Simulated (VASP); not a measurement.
# Cs2AgBiBr6 (P1) in VASP: notebook

Cs2AgBiBr6 is run at these levels: PBE; tasks: single point.

All numbers are computed with VASP 6.6.1; they aren't measurements. Logs are shortened: lines on timing, memory, paths and dates and some standing lists are left out, and cuts for length are marked.

### Step 1. The cell of the first run

The typed cell holds 10 atoms: a = 7.872 Å, b = 7.926 Å, c = 7.907 Å, α = 59.49°, β = 59.76°, γ = 59.89°.

### Step 2. Single point, PBE

Contents of INCAR:

```
SYSTEM = Cs2AgBiBr6
  PREC = Accurate
  ENCUT = 520
  EDIFF = 1E-6
  ISMEAR = 0
  SIGMA = 0.1
  LREAL = .FALSE.
  LASPH = .TRUE.
  NELM = 100
  ALGO = Normal
  ISIF = 2
  LWAVE = .FALSE.
  LCHARG = .FALSE.
  GGA = PE
  NBANDS = 54
```

Contents of KPOINTS:

```
regular mesh
0
G
  3 3 3
  0 0 0
```

Contents of POSCAR:

```
Cs2AgBiBr6
1.0
    0.0300130000      5.5684370000      5.5642360000
    5.6271540000      0.0131150000      5.5811340000
    5.6118070000      5.5699880000      0.0284620000
Bi Ag Cs Br
1 1 2 6
Direct
    0.0018652405      0.9881345688      0.0124700702
    0.5133230430      0.5190094388      0.4787161418
    0.2347850110      0.2666239102      0.2392670658
    0.7478734795      0.7490176203      0.7429468931
    0.2567201888      0.7560829806      0.2452692490
    0.2618289018      0.7826149158      0.6909733488
    0.7408364324      0.2545748906      0.7661329341
    0.7393752410      0.2708697711      0.2318592237
    0.2566404118      0.2627953093      0.7153518956
    0.7428828061      0.7280784218      0.2465221015
```

Potentials or basis: VASP PAW PBE potentials, release 64 (Bi_d, Ag, Cs_sv, Br).

On the command line:

```
$ cat potpaw_PBE.64/Bi_d/POTCAR potpaw_PBE.64/Ag/POTCAR potpaw_PBE.64/Cs_sv/POTCAR potpaw_PBE.64/Br/POTCAR > POTCAR
$ mpirun -np 1 vasp_std > vasp.out
```

OUTCAR:

```text
SYSTEM = Cs2AgBiBr6
   PREC = Accurate
   ENCUT = 520
   EDIFF = 1E-6
   ISMEAR = 0
   LREAL = .FALSE.
   LASPH = .TRUE.
   NELM = 100
   ISIF = 2
   GGA = PE

 ion  position               nearest neighbor table
   1  0.002  0.988  0.012-   5 2.72   7 2.82   8 2.83  10 2.89   9 2.95   6 2.99
   2  0.513  0.519  0.479-  10 2.44   6 2.68   5 2.73   8 2.78   9 2.86   7 2.87
   3  0.235  0.267  0.239-
   4  0.748  0.749  0.743-
   5  0.257  0.756  0.245-   1 2.72   2 2.73
   6  0.262  0.783  0.691-   2 2.68   1 2.99
   7  0.741  0.255  0.766-   1 2.82   2 2.87
   8  0.739  0.271  0.232-   2 2.78   1 2.83
   9  0.257  0.263  0.715-   2 2.86   1 2.95
  10  0.743  0.728  0.247-   2 2.44   1 2.89

  LATTYP: Found a triclinic cell.
 ALAT       =    13.6382186979
 B/A-ratio  =     0.5760026534
 C/A-ratio  =     0.5772048770
 COS(alpha) =     0.0007480456
 COS(beta)  =     0.2861262198
 COS(gamma) =     0.8658178014

  Lattice vectors:

 A1 = (   5.6124880000, -11.1121950000,   5.5695700000)
 A2 = (   0.0153470000,  -5.5568730000,   5.5526720000)
 A3 = (  -0.0300130000,  -5.5684370000,  -5.5642360000)

Analysis of symmetry for initial positions (statically):
=====================================================================
 Subroutine PRICEL returns:
 Original cell was already a primitive cell.

 Routine SETGRP: Setting up the symmetry group for a
 triclinic supercell.

 Subroutine GETGRP returns: Found  1 space group operations
 (whereof  1 operations were pure point group operations)
 out of a pool of  2 trial point group operations.

The static configuration has the point symmetry C_1 .

Analysis of symmetry for dynamics (positions and initial velocities):
=====================================================================
 Subroutine PRICEL returns:
 Original cell was already a primitive cell.

 Routine SETGRP: Setting up the symmetry group for a
 triclinic supercell.

 Subroutine GETGRP returns: Found  1 space group operations
 (whereof  1 operations were pure point group operations)
 out of a pool of  2 trial point group operations.

The dynamic configuration has the point symmetry C_1 .

 Subroutine INISYM returns: Found  1 space group operations
 (whereof  1 operations are pure point group operations),
 and found     1 'primitive' translations

----------------------------------------------------------------------------------------

                                     Primitive cell

  volume of cell :     346.5713

  direct lattice vectors                    reciprocal lattice vectors
     0.030013000  5.568437000  5.564236000    -0.089697199  0.089909596  0.090225533
     5.627154000  0.013115000  5.581134000     0.088969392 -0.090095640  0.089683769
     5.611807000  5.569988000  0.028462000     0.089462737  0.089861178 -0.090411577

  length of vectors
     7.872046346  7.925534106  7.906829593     0.155788221  0.155164286  0.155733316

  position of ions in fractional coordinates (direct lattice)
     0.001865241  0.988134569  0.012470070
     0.513323043  0.519009439  0.478716142
     0.234785011  0.266623910  0.239267066
     0.747873480  0.749017620  0.742946893
     0.256720189  0.756082981  0.245269249
     0.261828902  0.782614916  0.690973349
     0.740836432  0.254574891  0.766132934
     0.739375241  0.270869771  0.231859224
     0.256640412  0.262795309  0.715351896
     0.742882806  0.728078422  0.246522101

  ion indices of the primitive-cell ions
   primitive index   ion index
                 1           1
                 2           2
                 3           3
                 4           4
                 5           5
                 6           6
                 7           7
                 8           8
                 9           9
                10          10

----------------------------------------------------------------------------------------

 KPOINTS: regular mesh

Automatic generation of k-mesh.
 Grid dimensions read from file:
 generate k-points for:    3    3    3

 Generating k-lattice:

  Cartesian coordinates                     Fractional coordinates (reciprocal lattice)
    -0.029899066  0.029969865  0.030075178     0.333333333  0.000000000  0.000000000
     0.029656464 -0.030031880  0.029894590    -0.000000000  0.333333333  0.000000000
     0.029820912  0.029953726 -0.030137192     0.000000000 -0.000000000  0.333333333

  Length of vectors
     0.051929407  0.051721429  0.051911105

  Shift w.r.t. Gamma in fractional coordinates (k-lattice)
     0.000000000  0.000000000  0.000000000

 Subroutine IBZKPT returns following result:
 ===========================================

 Found     14 irreducible k-points:

 Following reciprocal coordinates:
            Coordinates               Weight
  0.000000  0.000000  0.000000      1.000000
  0.333333  0.000000  0.000000      2.000000
 -0.000000  0.333333 -0.000000      2.000000
  0.333333  0.333333  0.000000      2.000000
 -0.333333  0.333333 -0.000000      2.000000
 -0.000000  0.000000  0.333333      2.000000
  0.333333 -0.000000  0.333333      2.000000
 -0.333333  0.000000  0.333333      2.000000
 -0.000000  0.333333  0.333333      2.000000
  0.333333  0.333333  0.333333      2.000000
 -0.333333  0.333333  0.333333      2.000000
  0.000000 -0.333333  0.333333      2.000000
  0.333333 -0.333333  0.333333      2.000000
 -0.333333 -0.333333  0.333333      2.000000
   k-points           NKPTS =     14   k-points in BZ     NKDIM =     14   number of bands    NBANDS=     54
   number of dos      NEDOS =    301   number of ions     NIONS =     10
   total plane-waves  NPLWV = 216000
   dimension x,y,z NGX =    60 NGY =   60 NGZ =   60
   dimension x,y,z NGXF=   120 NGYF=  120 NGZF=  120
   ions per type =               1   1   2   6
   NGX,Y,Z   is equivalent  to a cutoff of  12.67, 12.59, 12.62 a.u.
   NGXF,Y,Z  is equivalent  to a cutoff of  25.34, 25.17, 25.23 a.u.
 SYSTEM =  Cs2AgBiBr6
   PREC   = accura    normal or accurate (medium, high low for compatibility)
   ISTART =      0    job   : 0-new  1-cont  2-samecut
   ICHARG =      2    charge: 1-file 2-atom 10-const
   ISPIN  =      1    spin polarized calculation?
   LNONCOLLINEAR =      F non collinear calculations
   LSORBIT =      F    spin-orbit coupling
   LASPH  =      T    aspherical Exc in radial PAW
   ENCUT  =  520.0 eV  38.22 Ry    6.18 a.u.  14.64 14.74 14.70*2*pi/ulx,y,z
   NELM   =    100;   NELMIN=  2; NELMDL= -5     # of ELM steps
   EDIFF  = 0.1E-05   stopping-criterion for ELM
   LREAL  =      F    real-space projection
   EDIFFG = 0.1E-04   stopping-criterion for IOM
   NSW    =      0    number of steps for IOM
   IBRION =     -1    ionic relax: 0-MD 1-quasi-New 2-CG
   NFREE  =      0    steps in history (QN), initial steepest desc. (CG)
   ISIF   =      2    stress and relaxation
   ISYM   =      2    0-nonsym 1-usesym 2-fastsym
   POTIM  = 0.5000    time-step for ionic-motion
   TEBEG  =    0.0;   TEEND  =   0.0 temperature during run
   PSTRESS=    0.0 pullay stress
   NELECT =      86.0000    total number of electrons
   NUPDOWN=      -1.0000    fix difference up-down
   EMIN   =  10.00;   EMAX   =-10.00  energy-range for DOS
   EFERMI =   0.00;   METHOD = LEGACY
   ISMEAR =     0;   SIGMA  =   0.10  broadening in eV -4-tet -1-fermi 0-gaus
   EFERMI_NEDOS =   21; number of points for ismear=-14 and -15
   IALGO  =     38    algorithm
   IMIX   =      4    mixing-type and parameters
     AMIX     =   0.40;   BMIX     =  1.00
     AMIX_MAG =   1.60;   BMIX_MAG =  1.00
  volume/ion in A,a.u.               =      34.66       233.88
  Fermi-wavevector in a.u.,A,eV,Ry     =   1.028751  1.944057 14.399424  1.058328
  Thomas-Fermi vector in A             =   2.162763
   LORBIT       =      0    0 simple, 1 ext, 2 COOP (PROOUT), +10 PAW based schemes
   GGA     = PE    functional components
   LHFCALC =     F    Hartree Fock is set to
   AEXX    =    0.0000 exact exchange contribution
   IVDW    =     0    specifies the selected vdW correction
   LEPSILON=     F    determine dielectric tensor
   LRPA    =     F    only Hartree local field effects (RPA)
 non-spin polarized calculation
 Gauss-broadening in eV      SIGMA  =   0.10
  energy-cutoff  :      520.00
  volume of cell :      346.57
 maximum number of plane-waves:      9363
 NGX is ok and might be reduce to    60
   NGX = 29   NGY = 29   NGZ = 29

 number of electron      85.9999998 magnetization

 Free energy of the ion-electron system (eV)
  ---------------------------------------------------
  ext. energy  EPLUGINS =         0.00000000
  ---------------------------------------------------
  free energy    TOTEN  =       -29.01145555 eV

  energy without entropy =      -29.01145555  energy(sigma->0) =      -29.01145555

 E-fermi :   1.8203     XC(G=0):  -8.2639

 val. band max:        1.3202819209   @ k =  -0.3333  -0.3333   0.3333
 cond. band min:       3.0343518287   @ k =   0.3333   0.0000   0.0000
 fundamental gap:      1.7140699078
 Fermi energy:         1.8203226112

 k-point     1 :       0.0000    0.0000    0.0000
  band No.  band energies     occupation
      1     -21.5851      2.00000
      2     -21.5809      2.00000
      3     -21.5634      2.00000
      4     -21.5479      2.00000
      5     -21.5436      2.00000
      6     -19.1817      2.00000
[... 46 lines left out ...]
     53       7.0266      0.00000
     54       7.1382      0.00000

 k-point     2 :       0.3333    0.0000    0.0000
  band No.  band energies     occupation
      1     -21.5851      2.00000
      2     -21.5809      2.00000
      3     -21.5634      2.00000
      4     -21.5479      2.00000
      5     -21.5436      2.00000
      6     -19.1810      2.00000
[... 46 lines left out ...]
     53       7.4557      0.00000
     54       7.6252      0.00000
[... 625 lines left out ...]
     53       7.6666      0.00000
     54       8.0343      0.00000

 k-point    14 :      -0.3333   -0.3333    0.3333
  band No.  band energies     occupation
      1     -21.5851      2.00000
      2     -21.5809      2.00000
      3     -21.5634      2.00000
      4     -21.5479      2.00000
      5     -21.5436      2.00000
      6     -19.1806      2.00000
[... 46 lines left out ...]
     53       7.6508      0.00000
     54       7.9706      0.00000

------------------------ aborting loop because EDIFF is reached ----------------------------------------

  FORCE on cell =-STRESS in cart. coord.  units (eV):
  Direction    XX          YY          ZZ          XY          YZ          ZX
  --------------------------------------------------------------------------------------
  -------------------------------------------------------------------------------------
  Total        4.0935115      7.0966114      5.6825232     -0.0295048      0.1180673     -0.0951790
  in kB       18.9240457     32.8071872     26.2699466     -0.1363988      0.5458176     -0.4400064
  external PRESSURE =      26.0003932 kB  Pullay stress =       0.0000000 kB

 VOLUME and BASIS-vectors are now :
 -----------------------------------------------------------------------------
  energy-cutoff  :      520.00
  volume of cell :      346.57
      direct lattice vectors                 reciprocal lattice vectors
     0.030013000  5.568437000  5.564236000    -0.089697199  0.089909596  0.090225533
     5.627154000  0.013115000  5.581134000     0.088969392 -0.090095640  0.089683769
     5.611807000  5.569988000  0.028462000     0.089462737  0.089861178 -0.090411577

 POSITION                                       TOTAL-FORCE (eV/Angst)
 -----------------------------------------------------------------------------------
      5.63042      0.09280      5.52564        -0.352956     -0.810003      0.407795
      5.62241      5.53166      5.76654        -0.064829      0.388468     -1.511754
      2.85010      2.64360      2.80127        -0.050077      0.017587      0.036535
      8.40656      8.31251      8.36286         0.011022     -0.022703      0.051188
      5.63870      2.80559      5.65523        -0.056584      0.222237     -0.043044
      8.28936      5.31696      5.84442         0.706658      0.172793     -0.220302
      5.75416      8.39599      5.56481        -0.063724     -0.371019     -0.075441
      2.84757      5.41217      5.63242        -0.145865      0.183402     -0.098532
      5.50091      5.41703      2.91506         0.109591      0.130360     -0.239109
      5.50274      5.51937      8.20410        -0.093237      0.088878      1.692665
 -----------------------------------------------------------------------------------
    total drift:                               -0.000057     -0.000257     -0.000140

  FREE ENERGIE OF THE ION-ELECTRON SYSTEM (eV)
  ---------------------------------------------------
  free  energy   TOTEN  =       -29.0114555464 eV

  energy  without entropy=      -29.0114555464  energy(sigma->0) =      -29.01145555
```

Run time: 9.5 min. Hardware: 1 thread of Oxide Virtual Turin-like, shared host; peak memory 0.63 GiB.

Results:

* Free energy: -29.0115 eV
* Pressure: 2.6 GPa
* Largest force: 1.698 eV/Å
* Band gap on the k mesh: 1.71 eV (least direct gap 2.28 eV)

Forces in eV/Å, atoms in the order of the input:
```
Bi  -0.353 -0.810  0.408
Ag  -0.065  0.388 -1.512
Cs  -0.050  0.018  0.037
Cs   0.011 -0.023  0.051
Br  -0.057  0.222 -0.043
Br   0.707  0.173 -0.220
Br  -0.064 -0.371 -0.075
Br  -0.146  0.183 -0.099
Br   0.110  0.130 -0.239
Br  -0.093  0.089  1.693
```

Levels at points of the mesh, in eV from the valence-band top:
```tsv
k point	band 40	band 41	band 42	band 43	band 44	band 45	band 46	band 47
(0.00, 0.00, 0.00)	-0.88	-0.87	-0.37	-0.10	2.20	2.24	2.75	3.95
```

Caveat: spin-orbit coupling is left out, which moves the levels of the heavy elements; forces of over 1 eV/Å act on the atoms, so gaps and moduli don't describe the material at rest. A k mesh can miss the band edges.

### Step 3. Single point, PBE

Contents of INCAR:

```
SYSTEM = Cs2AgBiBr6
ALGO = Normal
EDIFF = 1E-7
ENCUT = 520
GGA = PE
ISIF = 2
ISMEAR = 0
LASPH = .TRUE.
LCHARG = .FALSE.
LREAL = .FALSE.
LWAVE = .FALSE.
NBANDS = 54
NELM = 60
PREC = Accurate
SIGMA = 0.1
```

Contents of KPOINTS:

```
k-points
0
G
  3 3 3
  0 0 0
```

Contents of POSCAR:

```
Cs2AgBiBr6
1.0
    0.0300130000      5.5684370000      5.5642360000
    5.6271540000      0.0131150000      5.5811340000
    5.6118070000      5.5699880000      0.0284620000
Bi Ag Cs Br
1 1 2 6
Direct
    0.0004186974      0.9905815282      0.0119465308
    0.5115714679      0.5144671835      0.4858524422
    0.2365349174      0.2653597057      0.2389087771
    0.7501435331      0.7485005840      0.7402251871
    0.2575758414      0.7551767674      0.2435351766
    0.2621815344      0.7836616419      0.6964174646
    0.7383969319      0.2522811608      0.7669961832
    0.7374567796      0.2716397294      0.2308589942
    0.2594420300      0.2615520469      0.7155258047
    0.7451347613      0.7343509249      0.2421270949
```

Potentials or basis: VASP PAW PBE potentials, release 64 (Bi_d, Ag, Cs_sv, Br).

On the command line:

```
$ cat potpaw_PBE.64/Bi_d/POTCAR potpaw_PBE.64/Ag/POTCAR potpaw_PBE.64/Cs_sv/POTCAR potpaw_PBE.64/Br/POTCAR > POTCAR
$ mpirun -np 1 vasp_std > vasp.out
```

It took 10 min on 1 thread of Oxide Virtual Turin-like, shared host; peak memory 0.6 GiB.

The run converged. Its results:

- Free energy: -29.1570 eV
- Pressure: 2.4 GPa
- Largest force: 0.981 eV/Å
- Band gap on the k mesh: 1.77 eV (least direct gap 2.32 eV)

Forces in eV/Å, atoms in the order of the input:
```
Bi  -0.355 -0.689  0.479
Ag  -0.052  0.278 -0.939
Cs  -0.038  0.010  0.028
Cs   0.020 -0.016  0.045
Br  -0.029  0.315 -0.030
Br   0.496  0.132 -0.197
Br  -0.070 -0.386 -0.030
Br  -0.027  0.182 -0.059
Br   0.126  0.092 -0.246
Br  -0.071  0.081  0.949
```

Stress tensor (GPa, compression positive):
```
 1.90  0.00  0.00
 0.00  3.16 -0.01
 0.00 -0.01  2.28
```

Levels at points of the mesh, in eV from the valence-band top:
| k point | band 41 | band 42 | band 43 | band 44 | band 45 | band 46 |
| --- | --- | --- | --- | --- | --- | --- |
| (0.00, 0.00, 0.00) | -0.86 | -0.35 | -0.13 | 2.29 | 2.34 | 2.76 |

Caveat: spin-orbit coupling is left out, which moves the levels of the heavy elements.
